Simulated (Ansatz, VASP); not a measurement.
# PbSe in VASP and in Ansatz

File INCAR:

```
PREC = Accurate
ENCUT = 600
EDIFF = 1E-6
ISMEAR = 0
SIGMA = 0.1
LREAL = F
LASPH = T
NELM = 60
ALGO = Normal
ISIF = 3
LWAVE = F
LCHARG = F
GGA = PE
IBRION = 2
NSW = 90
EDIFFG = -0.04
```

File KPOINTS:

```
regular mesh
0
Gamma
  4 4 4
```

The input POSCAR:

```
PbSe
1.0
    2.7025060300     -2.7042368300      0.0000000000
    2.7025060300      2.7042368300      0.0000000000
    0.0000000000      0.0000000000      5.9684421400
Pb Se
2 2
Direct
    0.7500000000      0.7500000000      0.4123970000
    0.0000000000      0.0000000000      0.0000000000
    0.2500000000      0.2500000000      0.5876030000
    0.5000000000      0.5000000000      0.0000000000
```

Input for Ansatz:

```yaml
crystal:
  lattice:
    - [2.70250603, -2.70423683, 0.0]
    - [2.70250603, 2.70423683, 0.0]
    - [0.0, 0.0, 5.96844214]
  atoms:
    - { symbol: Pb, position: [0.75, 0.75, 0.412397] }
    - { symbol: Pb, position: [0.0, 0.0, 0.0] }
    - { symbol: Se, position: [0.25, 0.25, 0.587603] }
    - { symbol: Se, position: [0.5, 0.5, 0.0] }
basis:
  ecutwfc: 420
kpoints:
  mp_grid: { grid: [4, 4, 4] }
hamiltonian:
  xc: pbe
scf:
  occupations: { method: gaussian, width: 0.1 }
  lower_state_search: "off"
output:
  forces: true
  stress: true
  eigenvalues: true
relax:
  adjacent_minimum: "off"
  f_tol: 0.04
  max_steps: 70
  cell: { stress_tol: 0.4 }
```

Alike in both runs: task relaxation of cell and atoms; functional PBE; k mesh 4 × 4 × 4; occupations gaussian, width 0.1 eV; no spin polarisation.

|  | VASP | Ansatz |
| --- | --- | --- |
| version | VASP 6.6.1 | Ansatz 0.2.0 |
| potentials or method | VASP PAW PBE potentials, release 64 (Pb_d, Se), cutoff 600 eV | scalar-relativistic, plane waves, PAW |
| valence electrons in the cell | 40 | 60 |

Ansatz gave:

```
gap on the k mesh at the Fermi level, each at its own relaxed structure (eV) : 0.50
relaxed volume (Å³/atom)                                                     : 29.97
relaxed cell length with the largest relative difference (Å)                 : 4.384
```

Estimate VASP's values.

gap on the k mesh at the Fermi level, each at its own relaxed structure (eV): 0.55; relaxed volume (Å³/atom): 30.20; relaxed cell length with the largest relative difference (Å): 4.397.

VASP's potentials hold 40 valence electrons a cell and Ansatz's 60, so a difference there can come from the potentials and not from the codes.

Neither program's run includes spin-orbit coupling. Noted on VASP's run: the volume moved by over 15 % at a fixed basis, so the end points are rough.
